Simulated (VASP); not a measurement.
# Fe (R-3m) in VASP: further runs

Fe is run at these levels: r2SCAN; tasks: single point, relaxation of cell and atoms.

Program: VASP 6.6.1. These are calculated values, not measurements. Logs are shortened: lines on timing, memory, paths and dates and some standing lists are left out, and cuts for length are marked.

## (1) The cell of the first run

It takes space group R-3m (No. 166, trigonal). The conventional cell has a = 3.126 Å, b = 3.126 Å, c = 8.695 Å, α = 90.00°, β = 90.00°, γ = 120.00°. Within 2.8 Å of Fe (site symmetry 3m) lie 6 Fe at 2.09 to 2.58 Å.

## (2) Single point, r2SCAN, collinear spin, ferromagnetic start

Contents of POSCAR:

```
Fe
1.0
    1.5630294866      0.9024154948      2.8984507864
   -1.5630294866      0.9024154948      2.8984507864
    0.0000000000     -1.8048309896      2.8984507864
Fe
2
Direct
    0.2275400000      0.2275400000      0.2275400000
    0.7724600000      0.7724600000      0.7724600000
```

Contents of INCAR.step1:

```
SYSTEM = Fe
PREC = Accurate
ENCUT = 660
ISMEAR = 0
SIGMA = 0.1
LREAL = .False.
LASPH = .True.
NELM = 200
ISPIN = 2
MAGMOM = 4 4
LMAXMIX = 4
NBANDS = 19
GGA = PE
ALGO = Normal
EDIFF = 1E-5
LWAVE = .True.
LCHARG = .False.
GGA_COMPAT = .False.
```

Contents of INCAR.step2:

```
SYSTEM = Fe
PREC = Accurate
ENCUT = 660
EDIFF = 1E-6
ISMEAR = 0
SIGMA = 0.1
LREAL = .False.
LASPH = .True.
NELM = 200
ALGO = Normal
ISIF = 2
LWAVE = .False.
LCHARG = .False.
ISPIN = 2
MAGMOM = 4 4
LORBIT = 11
LMAXMIX = 4
METAGGA = R2SCAN
LMIXTAU = .True.
NBANDS = 19
ISTART = 1
GGA_COMPAT = .False.
```

Contents of KPOINTS:

```
regular mesh
0
Gamma
  9 9 9
  0 0 0
```

Potentials or basis: VASP PAW PBE potentials, release 64 (Fe).

On the command line:

```sh
$ cat potpaw_PBE.64/Fe/POTCAR > POTCAR
$ cp INCAR.step1 INCAR
$ mpirun -np 1 vasp_std > vasp.out
$ cp INCAR.step2 INCAR
$ mpirun -np 1 vasp_std > vasp.out
```

OUTCAR:

```text
SYSTEM = Fe
   PREC = Accurate
   ENCUT = 660
   EDIFF = 1E-6
   ISMEAR = 0
   LREAL = .False.
   LASPH = .True.
   NELM = 200
   ISIF = 2
   ISPIN = 2
   LORBIT = 11
   METAGGA = R2SCAN
   ISTART = 1

 ion  position               nearest neighbor table
   1  0.228  0.228  0.228-   2 2.09   2 2.09   2 2.09   2 2.58   2 2.58   2 2.58
   2  0.772  0.772  0.772-   1 2.09   1 2.09   1 2.09   1 2.58   1 2.58   1 2.58

  LATTYP: Found a trigonal (rhomboedric) cell.
 ALAT       =     3.4144445906
 COS(alpha) =     0.5808936906

  Lattice vectors:

 A1 = (   1.5630294866,   0.9024154948,   2.8984507864)
 A2 = (  -1.5630294866,   0.9024154948,   2.8984507864)
 A3 = (   0.0000000000,  -1.8048309896,   2.8984507864)

Analysis of symmetry for initial positions (statically):
=====================================================================
 Subroutine PRICEL returns:
 Original cell was already a primitive cell.

 Routine SETGRP: Setting up the symmetry group for a
 trigonal (rhombohedral) supercell.

 Subroutine GETGRP returns: Found 12 space group operations
 (whereof 12 operations were pure point group operations)
 out of a pool of 12 trial point group operations.

The static configuration has the point symmetry D_3d.

Analysis of symmetry for dynamics (positions and initial velocities):
=====================================================================
 Subroutine PRICEL returns:
 Original cell was already a primitive cell.

 Routine SETGRP: Setting up the symmetry group for a
 trigonal (rhombohedral) supercell.

 Subroutine GETGRP returns: Found 12 space group operations
 (whereof 12 operations were pure point group operations)
 out of a pool of 12 trial point group operations.

The dynamic configuration has the point symmetry D_3d.

Analysis of structural, dynamic, and magnetic symmetry:
=====================================================================
 Subroutine PRICEL returns:
 Original cell was already a primitive cell.

 Routine SETGRP: Setting up the symmetry group for a
 trigonal (rhombohedral) supercell.

 Subroutine GETGRP returns: Found 12 space group operations
 (whereof 12 operations were pure point group operations)
 out of a pool of 12 trial point group operations.

The overall configuration has the point symmetry D_3d.

 Subroutine INISYM returns: Found 12 space group operations
 (whereof 12 operations are pure point group operations),
 and found     1 'primitive' translations

----------------------------------------------------------------------------------------

                                     Primitive cell

  volume of cell :      24.5296

  direct lattice vectors                    reciprocal lattice vectors
     1.563029487  0.902415495  2.898450786     0.319891598  0.184689500  0.115003965
    -1.563029487  0.902415495  2.898450786    -0.319891598  0.184689500  0.115003965
     0.000000000 -1.804830990  2.898450786     0.000000000 -0.369379000  0.115003965

  length of vectors
     3.414444591  3.414444591  3.414444591     0.386867882  0.386867882  0.386867882

  position of ions in fractional coordinates (direct lattice)
     0.227540000  0.227540000  0.227540000
     0.772460000  0.772460000  0.772460000

  ion indices of the primitive-cell ions
   primitive index   ion index
                 1           1
                 2           2

----------------------------------------------------------------------------------------

 KPOINTS: regular mesh

Automatic generation of k-mesh.
 Grid dimensions read from file:
 generate k-points for:    9    9    9

 Generating k-lattice:

  Cartesian coordinates                     Fractional coordinates (reciprocal lattice)
     0.035543511  0.020521056  0.012778218     0.111111111  0.000000000  0.000000000
    -0.035543511  0.020521056  0.012778218     0.000000000  0.111111111  0.000000000
     0.000000000 -0.041042111  0.012778218     0.000000000  0.000000000  0.111111111

  Length of vectors
     0.042985320  0.042985320  0.042985320

  Shift w.r.t. Gamma in fractional coordinates (k-lattice)
     0.000000000  0.000000000  0.000000000

 Subroutine IBZKPT returns following result:
 ===========================================

 Found     85 irreducible k-points:

 Following reciprocal coordinates:
            Coordinates               Weight
  0.000000  0.000000  0.000000      1.000000
  0.111111 -0.000000  0.000000      6.000000
  0.222222  0.000000  0.000000      6.000000
  0.333333  0.000000  0.000000      6.000000
  0.444444  0.000000  0.000000      6.000000
  0.111111  0.111111  0.000000      6.000000
[... 16 lines left out ...]
 -0.333333  0.333333  0.000000      6.000000
  0.444444  0.444444  0.000000      6.000000
 [... further k-points ...]
   k-points           NKPTS =     85   k-points in BZ     NKDIM =     85   number of bands    NBANDS=     19
   number of dos      NEDOS =    301   number of ions     NIONS =      2
   total plane-waves  NPLWV =  27000
   dimension x,y,z NGX =    30 NGY =   30 NGZ =   30
   dimension x,y,z NGXF=    60 NGYF=   60 NGZF=   60
   ions per type =               2
   NGX,Y,Z   is equivalent  to a cutoff of  14.61, 14.61, 14.61 a.u.
   NGXF,Y,Z  is equivalent  to a cutoff of  29.21, 29.21, 29.21 a.u.
 SYSTEM =  Fe
   PREC   = accura    normal or accurate (medium, high low for compatibility)
   ISTART =      1    job   : 0-new  1-cont  2-samecut
   ICHARG =      0    charge: 1-file 2-atom 10-const
   ISPIN  =      2    spin polarized calculation?
   LNONCOLLINEAR =      F non collinear calculations
   LSORBIT =      F    spin-orbit coupling
   LASPH  =      T    aspherical Exc in radial PAW
   ENCUT  =  660.0 eV  48.51 Ry    6.96 a.u.   7.15  7.15  7.15*2*pi/ulx,y,z
   NELM   =    200;   NELMIN=  2; NELMDL=  0     # of ELM steps
   EDIFF  = 0.1E-05   stopping-criterion for ELM
   LREAL  =      F    real-space projection
   EDIFFG = 0.1E-04   stopping-criterion for IOM
   NSW    =      0    number of steps for IOM
   IBRION =     -1    ionic relax: 0-MD 1-quasi-New 2-CG
   NFREE  =      0    steps in history (QN), initial steepest desc. (CG)
   ISIF   =      2    stress and relaxation
   ISYM   =      2    0-nonsym 1-usesym 2-fastsym
   POTIM  = 0.5000    time-step for ionic-motion
   TEBEG  =    0.0;   TEEND  =   0.0 temperature during run
   PSTRESS=    0.0 pullay stress
   NELECT =      16.0000    total number of electrons
   NUPDOWN=      -1.0000    fix difference up-down
   EMIN   =  10.00;   EMAX   =-10.00  energy-range for DOS
   EFERMI =   0.00;   METHOD = LEGACY
   ISMEAR =     0;   SIGMA  =   0.10  broadening in eV -4-tet -1-fermi 0-gaus
   EFERMI_NEDOS =   21; number of points for ismear=-14 and -15
   IALGO  =     38    algorithm
   IMIX   =      4    mixing-type and parameters
     AMIX     =   0.40;   BMIX     =  1.00
     AMIX_MAG =   1.60;   BMIX_MAG =  1.00
  volume/ion in A,a.u.               =      12.26        82.77
  Fermi-wavevector in a.u.,A,eV,Ry     =   1.419770  2.682975 27.425884  2.015746
  Thomas-Fermi vector in A             =   2.540755
   LORBIT       =     11    0 simple, 1 ext, 2 COOP (PROOUT), +10 PAW based schemes
   METAGGA = R2SCAN    functional components
   LHFCALC =     F    Hartree Fock is set to
   AEXX    =    0.0000 exact exchange contribution
   IVDW    =     0    specifies the selected vdW correction
   LEPSILON=     F    determine dielectric tensor
   LRPA    =     F    only Hartree local field effects (RPA)
 spin polarized calculation
 Gauss-broadening in eV      SIGMA  =   0.10
  energy-cutoff  :      660.00
  volume of cell :       24.53
 maximum number of plane-waves:       963
 NGX is ok and might be reduce to    30
   NGX = 15   NGY = 15   NGZ = 15

 number of electron      15.9999999 magnetization       4.5363110

 Free energy of the ion-electron system (eV)
  ---------------------------------------------------
  ext. energy  EPLUGINS =         0.00000000
  ---------------------------------------------------
  free energy    TOTEN  =       -26.09971953 eV

  energy without entropy =      -26.08829117  energy(sigma->0) =      -26.09400535

 E-fermi :   5.3397     XC(G=0): -13.5552

 val. band max:        5.3370001399   @ k =  -0.4444   0.3333  -0.0000
 cond. band min:       5.3477371515   @ k =   0.4444   0.3333   0.1111
 fundamental gap:      0.0107370116
 Fermi energy:         5.3397356948

 spin component 1

 k-point     1 :       0.0000    0.0000    0.0000
  band No.  band energies     occupation
      1      -3.1166      1.00000
      2       0.5415      1.00000
      3       0.6499      1.00000
      4       0.6499      1.00000
      5       0.8025      1.00000
      6       0.8025      1.00000
[... 11 lines left out ...]
     18      24.2003      0.00000
     19      25.4343      0.00000
[... 485 lines left out ...]
 k-point    24 :       0.4444    0.4444    0.0000
  band No.  band energies     occupation
      1      -0.4975      1.00000
      2       0.7267      1.00000
      3       1.3523      1.00000
      4       2.0291      1.00000
      5       2.8768      1.00000
      6       2.9474      1.00000
[... 11 lines left out ...]
     18      32.0118      0.00000
     19      33.2884      0.00000

 [... further k-points ...]

 spin component 2

 k-point     1 :       0.0000    0.0000    0.0000
  band No.  band energies     occupation
      1      -3.1908      1.00000
      2       2.5258      1.00000
      3       2.5258      1.00000
      4       3.2204      1.00000
      5       3.6232      1.00000
      6       3.6232      1.00000
[... 11 lines left out ...]
     18      25.3898      0.00000
     19      26.5752      0.00000
[... 485 lines left out ...]
 k-point    24 :       0.4444    0.4444    0.0000
  band No.  band energies     occupation
      1       1.6939      1.00000
      2       1.7407      1.00000
      3       3.2060      1.00000
      4       3.7883      1.00000
      5       4.1229      1.00000
      6       6.4069      0.00000
[... 11 lines left out ...]
     18      32.8998      0.00000
     19      33.9654      0.00000

 [... further k-points ...]

------------------------ aborting loop because EDIFF is reached ----------------------------------------

  FORCE on cell =-STRESS in cart. coord.  units (eV):
  Direction    XX          YY          ZZ          XY          YZ          ZX
  --------------------------------------------------------------------------------------
  -------------------------------------------------------------------------------------
  Total        3.3655364      3.3655364      3.2547786      0.0000000      0.0000000      0.0000000
  in kB      219.8234323    219.8234323    212.5891693      0.0000000      0.0000000      0.0000000
  external PRESSURE =     217.4120113 kB  Pullay stress =       0.0000000 kB

 VOLUME and BASIS-vectors are now :
 -----------------------------------------------------------------------------
  energy-cutoff  :      660.00
  volume of cell :       24.53
      direct lattice vectors                 reciprocal lattice vectors
     1.563029487  0.902415495  2.898450786     0.319891598  0.184689500  0.115003965
    -1.563029487  0.902415495  2.898450786    -0.319891598  0.184689500  0.115003965
     0.000000000 -1.804830990  2.898450786     0.000000000 -0.369379000  0.115003965

 POSITION                                       TOTAL-FORCE (eV/Angst)
 -----------------------------------------------------------------------------------
      0.00000      0.00000      1.97854         0.000000      0.000000      5.011815
      0.00000      0.00000      6.71681         0.000000     -0.000000     -5.011815
 -----------------------------------------------------------------------------------
    total drift:                               -0.000000      0.000000     -0.000000

  FREE ENERGIE OF THE ION-ELECTRON SYSTEM (eV)
  ---------------------------------------------------
  free  energy   TOTEN  =       -26.0997195328 eV

  energy  without entropy=      -26.0882911741  energy(sigma->0) =      -26.09400535

 total charge

# of ion       s       p       d       tot
------------------------------------------
    1        0.551   0.502   6.416   7.469
    2        0.551   0.502   6.416   7.469
--------------------------------------------------
tot          1.103   1.004  12.831  14.938

 magnetization (x)

# of ion       s       p       d       tot
------------------------------------------
    1       -0.001  -0.010   2.264   2.254
    2       -0.001  -0.010   2.264   2.254
--------------------------------------------------
tot         -0.002  -0.019   4.529   4.507
```

Run time: 7.3 min. Hardware: 1 thread of Intel Xeon Platinum 8375C at 2.90GHz (Ice Lake), shared host; peak memory 0.25 GiB.

What came out:

```
Free energy                                           : -26.0997 eV
Pressure                                              : 21.7 GPa
Largest force                                         : 5.012 eV/Å
Net moment                                            : 4.54 μB per cell
Site moments                                          : Fe +2.25 μB
Valence electrons inside the program's atomic spheres : Fe 7.47
```

Forces in eV/Å, atoms in the order of the input:
```
Fe   0.000  0.000  5.012
Fe   0.000  0.000 -5.012
```

Caveat: the cell stands under pressure; the PAW data sets were made with another functional, which shifts forces and pressure a little.

[end of part 1 of 2]
